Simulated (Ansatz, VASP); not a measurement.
## Two plane-wave programs on GaN

File INCAR:

```
SYSTEM = GaN
  PREC = Accurate
  ENCUT = 520
  EDIFF = 1E-7
  ISMEAR = 0
  SIGMA = 0.05
  LREAL = .False.
  LASPH = .True.
  NELM = 80
  ALGO = Normal
  ISIF = 2
  LWAVE = .False.
  LCHARG = .False.
  GGA = PS
  NBANDS = 26
```

KPOINTS

```
Automatic mesh
0
Gamma
  8 8 6
  0 0 0
```

Contents of POSCAR:

```
GaN
1.0
    0.0000000000     -2.2490913701     -2.2790042853
    0.0000000000      2.2490913701     -2.2790042853
    4.5580085705      0.0000000000      0.0000000000
Ga N
2 2
Direct
    0.5000000000      0.5000000000      0.5000000000
    0.0000000000      0.0000000000      0.0000000000
    0.0000000000      0.5000000000      0.2500000000
    0.5000000000      0.0000000000      0.7500000000
```

Input for Ansatz:

```yaml
crystal:
  lattice:
    - [0.0, -2.2490913701, -2.2790042853]
    - [0.0, 2.2490913701, -2.2790042853]
    - [4.5580085705, 0.0, 0.0]
  atoms:
    - { symbol: Ga, position: [0.5, 0.5, 0.5] }
    - { symbol: Ga, position: [0.0, 0.0, 0.0] }
    - { symbol: "N", position: [0.0, 0.5, 0.25] }
    - { symbol: "N", position: [0.5, 0.0, 0.75] }
basis:
  ecutwfc: 520.0
kpoints:
  mp_grid: { grid: [8, 8, 6] }
hamiltonian:
  xc: pbesol
  pseudopotentials: { kind: paw, azcp: { folder: soft_1 } }
scf:
  occupations: { method: gaussian, width: 0.05 }
output:
  forces: true
  stress: true
  eigenvalues: true
  write_density: true
  write_potential: true
  elf: true
  volumetric_format: npy
```

Change from the starting cell: mode 11 frozen in at +0.000 Å, equal normal strain along x and y +0.0133.

Alike in both runs: task single point; functional PBEsol; k mesh 8 × 8 × 6; occupations gaussian, width 0.05 eV; no spin polarisation.

```csv
,VASP,Ansatz
version,VASP 6.6.1,Ansatz 0.2.0
potentials or method,"VASP PAW PBE potentials, release 64 (Ga_d, N), cutoff 520 eV","scalar-relativistic, plane waves, PAW"
valence electrons in the cell,36,36
```

|  | VASP | Ansatz | Ansatz less VASP |
| --- | --- | --- | --- |
| gap on the k mesh at the Fermi level (eV) | 1.51 | 1.50 | -0.014 |
| least direct gap on the mesh (eV) | 1.51 | 1.50 | -0.014 |
| pressure (GPa) | -4.9 | -4.7 | +0.20 |
| traceless stress, the component that is largest in VASP (GPa) | 1.08 | 1.08 | -0.009 |

VASP's potentials were made for PBE, not for PBEsol, and Ansatz warns of the same on its side.
